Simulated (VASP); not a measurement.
# InSe (C2/m) in VASP: notebook, part 2 of 2

VASP 6.6.1.

## (3) Single point, PBE

The input, INCAR:

```
PREC     = Accurate       # precision mode
ENCUT    = 520            # plane-wave cutoff, eV
EDIFF    = 1E-7           # SCF threshold, eV
ISMEAR   = 0              # smearing method
SIGMA    = 0.05           # smearing width, eV
LREAL    = False          # projectors in reciprocal space
LASPH    = True           # aspherical terms in the spheres
NELM     = 80             # most SCF steps
ALGO     = Normal         # electronic algorithm
ISIF     = 2              # what is computed and relaxed
LWAVE    = False          # write WAVECAR
LCHARG   = False          # write CHGCAR
GGA      = PE             # functional
NBANDS   = 27             # bands
```

The input, KPOINTS:

```
Automatic mesh
0
Gamma
  10 10 6
```

The input, POSCAR:

```
InSe
1.0
    5.7405051917     -2.0621134247     -0.1283008954
    5.7405051917      2.0621134247     -0.1283008954
   -1.6592270923      0.0000000000      5.4740392055
In Se
2 2
Direct
    0.8879406234      0.8879406234      0.0535545770
    0.1120593766      0.1120593766      0.9464454230
    0.6665866470      0.6665866470      0.6958343541
    0.3334133530      0.3334133530      0.3041656459
```

Potentials or basis: VASP PAW PBE potentials, release 64 (In_d, Se).

Started as:

```sh
> cat potpaw_PBE.64/In_d/POTCAR potpaw_PBE.64/Se/POTCAR > POTCAR
> mpirun -np 1 vasp_std > vasp.out
```

OUTCAR:

```text
PREC = Accurate
   ENCUT = 520
   EDIFF = 1E-7
   ISMEAR = 0
   LREAL = False
   LASPH = True
   NELM = 80
   ISIF = 2
   GGA = PE

 ion  position               nearest neighbor table
   1  0.888  0.888  0.054-   4 2.69   4 2.69   3 2.72   2 2.83   2 3.67   2 3.67
   2  0.112  0.112  0.946-   3 2.69   3 2.69   4 2.72   1 2.83   1 3.67   1 3.67
   3  0.667  0.667  0.696-   2 2.69   2 2.69   1 2.72
   4  0.333  0.333  0.304-   1 2.69   1 2.69   2 2.72

  LATTYP: Found a base centered monoclinic cell.
 ALAT       =    11.4838775639
 B/A-ratio  =     0.3591319070
 C/A-ratio  =     0.4980876207
 COS(beta)  =    -0.3113871893

  Lattice vectors:

 A1 = (   5.7405051917,  -2.0621134247,  -0.1283008954)
 A2 = (   5.7405051917,   2.0621134247,  -0.1283008954)
 A3 = (  -1.6592270923,   0.0000000000,   5.4740392055)

Analysis of symmetry for initial positions (statically):
=====================================================================
 Subroutine PRICEL returns:
 Original cell was already a primitive cell.

 Routine SETGRP: Setting up the symmetry group for a
 base centered monoclinic supercell.

 Subroutine GETGRP returns: Found  4 space group operations
 (whereof  4 operations were pure point group operations)
 out of a pool of  4 trial point group operations.

The static configuration has the point symmetry C_2h.

Analysis of symmetry for dynamics (positions and initial velocities):
=====================================================================
 Subroutine PRICEL returns:
 Original cell was already a primitive cell.

 Routine SETGRP: Setting up the symmetry group for a
 base centered monoclinic supercell.

 Subroutine GETGRP returns: Found  4 space group operations
 (whereof  4 operations were pure point group operations)
[... 122 lines left out ...]
   EFERMI_NEDOS =   21; number of points for ismear=-14 and -15
   IALGO  =     38    algorithm
   IMIX   =      4    mixing-type and parameters
     AMIX     =   0.40;   BMIX     =  1.00
     AMIX_MAG =   1.60;   BMIX_MAG =  1.00
  volume/ion in A,a.u.               =      32.18       217.16
  Fermi-wavevector in a.u.,A,eV,Ry     =   1.090067  2.059928 16.167071  1.188246
  Thomas-Fermi vector in A             =   2.226284
   LORBIT       =      0    0 simple, 1 ext, 2 COOP (PROOUT), +10 PAW based schemes
   GGA     = PE    functional components
   LHFCALC =     F    Hartree Fock is set to
   AEXX    =    0.0000 exact exchange contribution
   IVDW    =     0    specifies the selected vdW correction
   LEPSILON=     F    determine dielectric tensor
   LRPA    =     F    only Hartree local field effects (RPA)
 non-spin polarized calculation
 Gauss-broadening in eV      SIGMA  =   0.05
  energy-cutoff  :      520.00
  volume of cell :      128.72
 maximum number of plane-waves:      3500
 NGX is ok and might be reduce to    48
   NGX = 23   NGY = 23   NGZ = 21

 number of electron      38.0000002 magnetization

 Free energy of the ion-electron system (eV)
  ---------------------------------------------------
  ext. energy  EPLUGINS =         0.00000000
  ---------------------------------------------------
  free energy    TOTEN  =       -14.08618647 eV

  energy without entropy =      -14.08618647  energy(sigma->0) =      -14.08618647

 E-fermi :   3.2437     XC(G=0):  -8.4280

 val. band max:        3.0461034856   @ k =   0.5000   0.5000   0.0000
 cond. band min:       4.1154965128   @ k =   0.0000   0.0000   0.5000
 fundamental gap:      1.0693930272
 Fermi energy:         3.2436538361

 k-point     1 :       0.0000    0.0000    0.0000
  band No.  band energies     occupation
      1     -11.5357      2.00000
      2     -11.4331      2.00000
      3     -11.2721      2.00000
      4     -11.2337      2.00000
      5     -11.2007      2.00000
      6     -11.1997      2.00000
[... 709 lines left out ...]
     26       9.1619      0.00000
     27      10.4185      0.00000

 [... further k-points ...]

------------------------ aborting loop because EDIFF is reached ----------------------------------------

  FORCE on cell =-STRESS in cart. coord.  units (eV):
  Direction    XX          YY          ZZ          XY          YZ          ZX
  --------------------------------------------------------------------------------------
  -------------------------------------------------------------------------------------
  Total        0.0069212      0.0268734      0.0275369      0.0000000      0.0000000     -0.0204114
  in kB        0.0861477      0.3344909      0.3427492      0.0000000      0.0000000     -0.2540598
  external PRESSURE =       0.2544626 kB  Pullay stress =       0.0000000 kB

 VOLUME and BASIS-vectors are now :
 -----------------------------------------------------------------------------
  energy-cutoff  :      520.00
  volume of cell :      128.72
      direct lattice vectors                 reciprocal lattice vectors
     5.740505192 -2.062113425 -0.128300895     0.087694434 -0.242469689  0.026580917
     5.740505192  2.062113425 -0.128300895     0.087694434  0.242469689  0.026580917
    -1.659227092  0.000000000  5.474039205     0.004110776  0.000000000  0.183926471

 POSITION                                       TOTAL-FORCE (eV/Angst)
 -----------------------------------------------------------------------------------
     10.10560      0.00000      0.06531         0.009568      0.000000     -0.007106
     -0.28381      0.00000      5.15212        -0.009568      0.000000      0.007106
      6.49854      0.00000      3.63798         0.004446      0.000000     -0.008929
      3.32324      0.00000      1.57946        -0.004446      0.000000      0.008929
 -----------------------------------------------------------------------------------
    total drift:                               -0.000000     -0.000000      0.000000

  FREE ENERGIE OF THE ION-ELECTRON SYSTEM (eV)
  ---------------------------------------------------
  free  energy   TOTEN  =       -14.0861864696 eV

  energy  without entropy=      -14.0861864696  energy(sigma->0) =      -14.08618647
```

OSZICAR:

```text
N       E                     dE             d eps       ncg     rms          rms(c)
DAV:   1     0.330792492845E+03    0.33079E+03   -0.17275E+04  9288   0.151E+03
DAV:   2     0.252492789342E+02   -0.30554E+03   -0.29624E+03  9468   0.373E+02
DAV:   3    -0.128671166534E+02   -0.38116E+02   -0.37558E+02 11767   0.142E+02
DAV:   4    -0.145378069896E+02   -0.16707E+01   -0.16657E+01 11247   0.315E+01
DAV:   5    -0.145933365885E+02   -0.55530E-01   -0.55521E-01 13532   0.578E+00    0.616E+00
DAV:   6    -0.140985665131E+02    0.49477E+00   -0.94216E-01 13349   0.150E+01    0.375E+00
DAV:   7    -0.140831660186E+02    0.15400E-01   -0.38948E-01 13421   0.397E+00    0.127E+00
DAV:   8    -0.140840148747E+02   -0.84886E-03   -0.34002E-02 13733   0.194E+00    0.549E-01
DAV:   9    -0.140859374008E+02   -0.19225E-02   -0.72535E-03 11931   0.794E-01    0.196E-01
DAV:  10    -0.140859827369E+02   -0.45336E-04   -0.57410E-04 12058   0.209E-01    0.110E-01
DAV:  11    -0.140861764518E+02   -0.19371E-03   -0.31784E-04 11204   0.142E-01    0.292E-02
DAV:  12    -0.140861836824E+02   -0.72306E-05   -0.25133E-05 12233   0.312E-02    0.203E-02
DAV:  13    -0.140861852662E+02   -0.15838E-05   -0.11248E-05 11096   0.245E-02    0.563E-03
DAV:  14    -0.140861862528E+02   -0.98662E-06   -0.22880E-06 11978   0.139E-02    0.238E-03
DAV:  15    -0.140861864233E+02   -0.17058E-06   -0.33737E-07  9667   0.418E-03    0.107E-03
DAV:  16    -0.140861864696E+02   -0.46291E-07   -0.44946E-08  7533   0.148E-03
   1 F= -.14086186E+02 E0= -.14086186E+02  d E =-.781105E-11
```

It took 11 min on 1 thread of AMD EPYC 9R45 (Zen 5), shared host; peak memory 0.66 GiB.

What came out:

* Free energy: -14.0862 eV
* Pressure: 0.0 GPa
* Largest force: 0.012 eV/Å
* Band gap on the k mesh: 1.07 eV (least direct gap 1.14 eV)

Forces on the atoms (eV/Å):
```
In   0.010  0.000 -0.007
In  -0.010  0.000  0.007
Se   0.004  0.000 -0.009
Se  -0.004  0.000  0.009
```

Levels at points of the mesh, in eV from the valence-band top:
```
           k point  band 15  band 16  band 17  band 18  band 19  band 20  band 21  band 22  band 23  band 24
(0.00, 0.00, 0.00)    -3.39    -2.02    -1.91    -1.15    -1.14     2.12     2.52     3.21     4.53     5.41
(0.50, 0.00, 0.00)    -2.54    -2.39    -2.10    -1.90    -1.18     1.51     2.33     3.74     3.79     4.27
(0.50, 0.50, 0.00)    -2.49    -2.19    -1.43    -0.87     0.00     1.47     2.50     3.75     3.78     5.10
(0.00, 0.00, 0.50)    -2.43    -1.83    -1.52    -1.15    -0.84     1.07     1.74     3.43     4.07     5.87
(0.50, 0.00, 0.50)    -3.00    -2.76    -2.07    -1.95    -1.22     2.30     2.93     3.61     4.43     5.37
(0.50, 0.50, 0.50)    -2.43    -1.85    -1.26    -1.08    -0.31     1.88     2.69     3.67     4.89     5.22
```

Caveat: spin-orbit coupling is left out, which moves the levels of the heavy elements. As with any semilocal functional, this PBE gap is likely too small.
